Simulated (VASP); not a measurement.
# Pb (Fd-3m) in VASP: further runs, part 2 of 2

VASP 6.6.1.

### 5 Single point, PBE (volume scaled by 1.05)

Input file INCAR:

```
PREC = Accurate
ENCUT = 520
EDIFF = 1E-7
ISMEAR = -1
SIGMA = 0.05
LREAL = False
LASPH = True
NELM = 100
ALGO = Normal
ISIF = 2
LWAVE = False
LCHARG = False
GGA = PE
NBANDS = 21
```

Input file KPOINTS:

```
Automatic mesh
0
Gamma
  8 8 8
```

Input file POSCAR:

```
Pb
1.0
    0.0000000000      3.4953871275      3.4953871275
    3.4953871275      0.0000000000      3.4953871275
    3.4953871275      3.4953871275      0.0000000000
Pb
2
Direct
    0.0000000000      0.0000000000      0.0000000000
    0.2500000000      0.2500000000      0.2500000000
```

Potentials or basis: VASP PAW PBE potentials, release 64 (Pb_d).

Run with:

```sh
cat potpaw_PBE.64/Pb_d/POTCAR > POTCAR
mpirun -np 1 vasp_std > vasp.out
```

OUTCAR:

```text
PREC = Accurate
   ENCUT = 520
   EDIFF = 1E-7
   ISMEAR = -1
   LREAL = False
   LASPH = True
   NELM = 100
   ISIF = 2
   GGA = PE

 ion  position               nearest neighbor table
   1  0.000  0.000  0.000-   2 3.03   2 3.03   2 3.03   2 3.03
   2  0.250  0.250  0.250-   1 3.03   1 3.03   1 3.03   1 3.03

  LATTYP: Found a face centered cubic cell.
 ALAT       =     6.9907742550

  Lattice vectors:

 A1 = (   0.0000000000,   3.4953871275,   3.4953871275)
 A2 = (   3.4953871275,   0.0000000000,   3.4953871275)
 A3 = (   3.4953871275,   3.4953871275,   0.0000000000)

Analysis of symmetry for initial positions (statically):
=====================================================================
 Subroutine PRICEL returns:
 Original cell was already a primitive cell.

 Routine SETGRP: Setting up the symmetry group for a
 face centered cubic supercell.

 Subroutine GETGRP returns: Found 48 space group operations
 (whereof 24 operations were pure point group operations)
 out of a pool of 48 trial point group operations.

The static configuration has the point symmetry T_d .
[... 153 lines left out ...]
 number of electron      27.9999997 magnetization

 Free energy of the ion-electron system (eV)
  ---------------------------------------------------
  ext. energy  EPLUGINS =         0.00000000
  ---------------------------------------------------
  free energy    TOTEN  =        -6.60492460 eV

  energy without entropy =       -6.60061013  energy(sigma->0) =       -6.60276736

 E-fermi :   3.9638     XC(G=0):  -8.2173

 val. band max:        3.6868564894   @ k =   0.1250   0.1250   0.0000
 cond. band min:       3.9808906469   @ k =  -0.1250   0.1250   0.0000
 fundamental gap:      0.2940341575
 Fermi energy:         3.9638372479

 k-point     1 :       0.0000    0.0000    0.0000
  band No.  band energies     occupation
      1     -13.1949      2.00000
      2     -13.1949      2.00000
      3     -13.1949      2.00000
      4     -13.1263      2.00000
      5     -13.1263      2.00000
      6     -12.7464      2.00000
[... 565 lines left out ...]
     20      11.7082      0.00000
     21      12.3916      0.00000

 [... further k-points ...]
[... 5 lines left out ...]
  --------------------------------------------------------------------------------------
  -------------------------------------------------------------------------------------
  Total        0.3845640      0.3845640      0.3845640      0.0000000      0.0000000      0.0000000
  in kB        7.2137874      7.2137874      7.2137874      0.0000000      0.0000000      0.0000000
  external PRESSURE =       7.2137874 kB  Pullay stress =       0.0000000 kB

 VOLUME and BASIS-vectors are now :
 -----------------------------------------------------------------------------
  energy-cutoff  :      520.00
  volume of cell :       85.41
      direct lattice vectors                 reciprocal lattice vectors
     0.000000000  3.495387127  3.495387127    -0.143045672  0.143045672  0.143045672
     3.495387127  0.000000000  3.495387127     0.143045672 -0.143045672  0.143045672
     3.495387127  3.495387127  0.000000000     0.143045672  0.143045672 -0.143045672

 POSITION                                       TOTAL-FORCE (eV/Angst)
 -----------------------------------------------------------------------------------
      0.00000      0.00000      0.00000        -0.000000     -0.000000     -0.000000
      1.74769      1.74769      1.74769         0.000000      0.000000      0.000000
 -----------------------------------------------------------------------------------
    total drift:                               -0.000000      0.000000      0.000000

  FREE ENERGIE OF THE ION-ELECTRON SYSTEM (eV)
  ---------------------------------------------------
  free  energy   TOTEN  =        -6.6049245955 eV

  energy  without entropy=       -6.6006101262  energy(sigma->0) =       -6.60276736
```

stdout:

```text
POSCAR found type information on POSCAR Pb
 POSCAR found :  1 types and       2 ions
 scaLAPACK will be used
 LDA part: xc-table for (Slater+PW92), standard interpolation
 POSCAR, INCAR and KPOINTS ok, starting setup
 FFT: planning ... GRIDC
 FFT: planning ... GRID_SOFT
 FFT: planning ... GRID
 WAVECAR not read
 entering main loop
```

Wall time 32 s (1 thread of AMD EPYC 9R45 (Zen 5), shared host); peak memory 0.21 GiB.

What came out:

* Free energy: -6.6049 eV
* Pressure: 0.7 GPa
* Band gap on the k mesh: zero (band 14 reaches 4.29 eV, above the bottom of band 15 at 3.22 eV)

Caveat: spin-orbit coupling is left out, which moves the levels of the heavy elements.

### 6 Single point, PBE (volume scaled by 1.06)

Input file INCAR:

```
SYSTEM = Pb
ALGO = Normal ; EDIFF = 1E-7
ENCUT = 520 ; GGA = PE
ISIF = 2 ; ISMEAR = -1
LASPH = .True. ; LCHARG = .False.
LREAL = .False. ; LWAVE = .False.
NBANDS = 21 ; NELM = 60
PREC = Accurate ; SIGMA = 0.05
```

Input file KPOINTS:

```
k-points
0
Gamma
  8 8 8
  0 0 0
```

Input file POSCAR:

```
Pb
1.0
    0.0000000000      3.5064485529      3.5064485529
    3.5064485529      0.0000000000      3.5064485529
    3.5064485529      3.5064485529      0.0000000000
Pb
2
Direct
    0.0000000000      0.0000000000      0.0000000000
    0.2500000000      0.2500000000      0.2500000000
```

Potentials or basis: VASP PAW PBE potentials, release 64 (Pb_d).

Run with:

```sh
cat potpaw_PBE.64/Pb_d/POTCAR > POTCAR
mpirun -np 1 vasp_std > vasp.out
```

Run time: 31 s. Hardware: 1 thread of AMD EPYC 9R45 (Zen 5), shared host; peak memory 0.21 GiB.

It converged, with:

```yaml
Free_energy: -6.6082 eV
Pressure: 0.5 GPa
Band_gap_on_the_k_mesh: zero (band 14 reaches 4.21 eV, above the bottom of band 15 at 3.15 eV)
```

Levels at points of the mesh, in eV from the Fermi level:
```tsv
k point	band 11	band 12	band 13	band 14	band 15	band 16	band 17	band 18
(0.00, 0.00, 0.00)	-10.86	-4.28	0.32	0.32	0.32	2.31	2.31	2.31
(0.50, 0.00, 0.00)	-9.63	-7.08	-1.01	-0.73	-0.73	3.40	3.40	5.42
(0.50, 0.50, 0.00)	-8.41	-8.41	-1.87	-1.87	0.83	0.83	6.77	6.77
```

Caveat: spin-orbit coupling is left out, which moves the levels of the heavy elements.

### 7 Overview

```tsv
cell	gap on the mesh (eV)	pressure (GPa)
a = 4.904 Å, angles 60.0°, 2 atoms	none	1.5
a = 4.896 Å, angles 60.0°, 2 atoms	none	1.6
a = 4.927 Å, angles 60.0°, 2 atoms	none	1.0
a = 4.943 Å, angles 60.0°, 2 atoms	none	0.7
a = 4.959 Å, angles 60.0°, 2 atoms	none	0.5
```

Alike in all rows: task single point; level PBE; potentials or basis VASP PAW PBE potentials, release 64 (Pb_d); no spin polarisation; k mesh 8 × 8 × 8; cutoff (eV) 520; smearing fermi-dirac 0.05 eV.

Caveats: spin-orbit coupling is left out, which moves the levels of the heavy elements.

Total energies depend on the potentials used, so only differences within one code and one set of settings carry meaning.
